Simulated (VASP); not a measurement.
# H14CO7 in VASP: notebook, part 2 of 2

VASP 6.6.1. Earlier steps stand in the parts before.

## Step 4: Single point, LDA

INCAR reads:

```
ALGO = Normal
EDIFF = 1E-7
ENCUT = 520
ISIF = 2
ISMEAR = -1
LASPH = T
LCHARG = F
LREAL = Auto
LWAVE = F
NBANDS = 47
NELM = 100
PREC = Accurate
SIGMA = 0.02
```

KPOINTS reads:

```
k-points
0
Gamma
  1 1 1
```

POSCAR reads:

```
H14CO7
1.0
    6.4239660000      0.0000000000      0.0000000000
    0.0000000000      6.4239660000      0.0000000000
    0.0000000000      0.0000000000      6.4239660000
O H C
7 14 1
Direct
    0.4497221810      0.5113819096      0.6014975795
    0.7627531030      0.4205657377      0.8272615391
    0.1161587717      0.2994723197      0.6380637756
    0.4052480975      0.4212506729      0.1497361599
    0.7046425837      0.7284285129      0.2454714113
    0.6736804024      0.1073791486      0.1256233299
    0.0846984558      0.6424068870      1.0801582698
    0.4595292067      0.5444611631      0.4514033854
    0.5881413445      0.4739128445      0.6416908184
    0.7457231249      0.3038621313      0.9440585458
    0.9081150180      0.3831900729      0.7573670222
    0.2634820919      0.3576139724      0.6431229555
    0.1215448525      0.2515891273      0.4839222374
    0.4119573485      0.3056990028      0.0468713564
    0.2998614874      0.5362419415      0.1085622184
    0.8628937326      0.7076625250      0.2626259230
    0.6716100303      0.5988823727      0.1806049409
    0.5971544681      0.1750943265      0.2331270122
    0.6715944636     -0.0518371361      0.1518687988
   -0.1589516507      0.7964861582      0.9476700219
    0.0414541422      0.6517157781      0.7696647211
   -0.0080479878      0.6944619570      0.9250360291
```

Potentials or basis: VASP PAW LDA potentials, release 64 (O, H, C).

Started as:

```console
$ cat potpaw_LDA.64/O/POTCAR potpaw_LDA.64/H/POTCAR potpaw_LDA.64/C/POTCAR > POTCAR
$ mpirun -np 1 vasp_gam > vasp.out
```

OUTCAR:

```text
EDIFF = 1E-7
   ENCUT = 520
   ISIF = 2
   ISMEAR = -1
   LASPH = T
   LREAL = Auto
   NELM = 100
   PREC = Accurate

 ion  position               nearest neighbor table
   1  0.450  0.511  0.601-   9 0.96   8 0.99
   2  0.763  0.421  0.827-  11 1.06  10 1.07
   3  0.116  0.299  0.638-  12 1.02  13 1.04
   4  0.405  0.421  0.150-  14 0.99  15 1.04
   5  0.705  0.728  0.245-  17 0.95  16 1.03
   6  0.674  0.107  0.126-  18 0.95  19 1.04
   7  0.085  0.642  0.080-  22 1.21
   8  0.460  0.544  0.451-   1 0.99
   9  0.588  0.474  0.642-   1 0.96
[... 272 lines left out ...]
  Total       -1.7924236     -3.3461201     -1.4203368      0.9460030      0.8814287      3.0434943
  in kB      -10.8328199    -20.2228520     -8.5840498      5.7173318      5.3270660     18.3938810
  external PRESSURE =     -13.2132406 kB  Pullay stress =       0.0000000 kB

 VOLUME and BASIS-vectors are now :
 -----------------------------------------------------------------------------
  energy-cutoff  :      520.00
  volume of cell :      265.10
      direct lattice vectors                 reciprocal lattice vectors
     6.423966000  0.000000000  0.000000000     0.155667075  0.000000000  0.000000000
     0.000000000  6.423966000  0.000000000     0.000000000  0.155667075  0.000000000
     0.000000000  0.000000000  6.423966000     0.000000000  0.000000000  0.155667075

 POSITION                                       TOTAL-FORCE (eV/Angst)
 -----------------------------------------------------------------------------------
      2.88900      3.28510      3.86400        -1.685055      0.592975     -1.421950
      4.89990      2.70170      5.31430         1.916030     -1.609607      0.978200
      0.74620      1.92380      4.09890         0.122205     -0.922825     -2.267041
      2.60330      2.70610      0.96190         0.140938      0.194864     -0.024528
      4.52660      4.67940      1.57690         2.161607      0.727386      1.277168
      4.32770      0.68980      0.80700         0.646063     -0.848263     -1.387773
[... 14 lines left out ...]
      0.26630      4.18660      4.94430         0.612579      0.035147     -0.841218
      6.37227      4.46120      5.94240        -2.796915      1.182718     -0.341351
 -----------------------------------------------------------------------------------
    total drift:                               -0.004720      0.002080     -0.013263

  FREE ENERGIE OF THE ION-ELECTRON SYSTEM (eV)
  ---------------------------------------------------
  free  energy   TOTEN  =      -116.0630347746 eV

  energy  without entropy=     -116.0630347746  energy(sigma->0) =     -116.06303477
```

OSZICAR:

```text
N       E                     dE             d eps       ncg     rms          rms(c)
DAV:   1     0.498898079897E+03    0.49890E+03   -0.31634E+04    94   0.115E+03
DAV:   2    -0.716249444886E+02   -0.57052E+03   -0.54726E+03   125   0.279E+02
DAV:   3    -0.126456612516E+03   -0.54832E+02   -0.54473E+02   116   0.969E+01
DAV:   4    -0.127328989555E+03   -0.87238E+00   -0.87098E+00   124   0.138E+01
DAV:   5    -0.127338862121E+03   -0.98726E-02   -0.98694E-02   116   0.141E+00    0.199E+01
DAV:   6    -0.116921458745E+03    0.10417E+02   -0.32251E+01   116   0.252E+01    0.774E+00
DAV:   7    -0.116359029985E+03    0.56243E+00   -0.12717E+00   108   0.498E+00    0.469E+00
DAV:   8    -0.116064157691E+03    0.29487E+00   -0.52284E-01   124   0.366E+00    0.711E-01
DAV:   9    -0.116055169165E+03    0.89885E-02   -0.53407E-02   116   0.125E+00    0.322E-01
DAV:  10    -0.116059753706E+03   -0.45845E-02   -0.12340E-02   116   0.514E-01    0.165E-01
DAV:  11    -0.116061150247E+03   -0.13965E-02   -0.16260E-03   108   0.232E-01    0.882E-02
DAV:  12    -0.116062807651E+03   -0.16574E-02   -0.10387E-03   108   0.140E-01    0.267E-02
DAV:  13    -0.116062966477E+03   -0.15883E-03   -0.11005E-04   116   0.534E-02    0.193E-02
DAV:  14    -0.116063024176E+03   -0.57699E-04   -0.35652E-05   108   0.268E-02    0.747E-03
DAV:  15    -0.116063032669E+03   -0.84938E-05   -0.43581E-06   116   0.113E-02    0.373E-03
DAV:  16    -0.116063034481E+03   -0.18118E-05   -0.25175E-06   108   0.910E-03    0.222E-03
DAV:  17    -0.116063034702E+03   -0.22076E-06   -0.42480E-07   116   0.378E-03    0.813E-04
DAV:  18    -0.116063034775E+03   -0.72524E-07   -0.12268E-07    84   0.174E-03
   1 F= -.11606303E+03 E0= -.11606303E+03  d E =-.334419E-10
```

It took 24 s on 1 thread of Intel Xeon Platinum 8375C at 2.90GHz (Ice Lake), shared host; peak memory 0.24 GiB.

Results:

* Free energy: -116.0630 eV
* Pressure: -1.3 GPa
* Largest force: 3.056 eV/Å
* Band gap on the k mesh: 4.14 eV

Forces on the atoms (eV/Å):
```
O   -1.685  0.593 -1.422
O    1.916 -1.610  0.978
O    0.122 -0.923 -2.267
O    0.141  0.195 -0.025
O    2.162  0.727  1.277
O    0.646 -0.848 -1.388
O    0.850  0.027  1.436
H   -0.202 -0.144  0.297
H    1.686 -0.496  1.292
H    0.000  1.044 -1.319
H   -1.313 -0.152  0.324
H    0.125  0.674  0.199
H   -0.586  0.592  2.164
H   -0.186  0.827  0.286
H    0.270 -1.322 -0.121
H   -1.244  0.489 -0.129
H   -1.292 -1.429 -0.981
H   -0.678  0.564  1.063
H    0.041  0.808  0.167
H    1.409 -0.833 -0.649
H    0.613  0.035 -0.841
C   -2.797  1.183 -0.341
```

Caveat: the k points lie up to 0.98 Å⁻¹ apart.

## Step 5: Molecular dynamics, LDA

INCAR reads:

```
ALGO = Normal ; EDIFF = 1E-5
ENCUT = 520 ; GGA = CA
IBRION = 0 ; ISIF = 2
ISMEAR = -1 ; ISYM = 0
LANGEVIN_GAMMA = 20 20 20 ; LASPH = True
LCHARG = False ; LREAL = Auto
LWAVE = False ; MDALGO = 3
NBANDS = 47 ; NELM = 100
NELMIN = 4 ; NSW = 40
POTIM = 0.5 ; PREC = Accurate
RANDOM_SEED = 59265 0 0 ; SIGMA = 0.02
TEBEG = 400.0 ; TEEND = 400.0
```

KPOINTS is that of step 4.

POSCAR reads:

```
H14CO7
1.0
    6.4239660000      0.0000000000      0.0000000000
    0.0000000000      6.4239660000      0.0000000000
    0.0000000000      0.0000000000      6.4239660000
O H C
7 14 1
Direct
    0.4409105800      0.5743443400      0.6343835500
    0.7843513100      0.4010053300      0.8211514000
    0.1221726100      0.2949020300      0.5779121100
    0.4205218000      0.4812736600      0.1039060500
    0.6606530900      0.7459934800      0.2941634500
    0.6432023400      0.1342453700      0.1412123400
    0.0504139000      0.7099058300      1.1178285900
    0.5217523300      0.6439230300      0.5220431700
    0.5536350400      0.5122166300      0.7223023000
    0.7510281200      0.2934188800      0.9263977700
    0.8993315700      0.3452994100      0.7335770000
    0.2455331300      0.3895381900      0.5956856200
    0.1778201300      0.1661934600      0.5199420900
    0.4640615200      0.3357267400      0.1339795100
    0.2809683500      0.5072310900      0.1610562200
    0.8087923600      0.7282611000      0.2512950400
    0.5805157200      0.6357639000      0.2135374700
    0.7233933200      0.1596099400      0.2683196600
    0.6159250300     -0.0190691700      0.1563064700
   -0.0626528600      0.8509191100      0.8588780100
    0.1798484100      0.6728627500      0.8285946100
    0.0507001900      0.7374385100      0.9280885700
```

Started as:

```console
$ cat potpaw_LDA.64/O/POTCAR potpaw_LDA.64/H/POTCAR potpaw_LDA.64/C/POTCAR > POTCAR
$ mpirun -np 1 vasp_gam > vasp.out
```

Run time: 6.4 min. Hardware: 1 thread of Intel Xeon Platinum 8375C at 2.90GHz (Ice Lake), shared host; peak memory 0.26 GiB.

Caveat: the k points lie up to 0.98 Å⁻¹ apart.
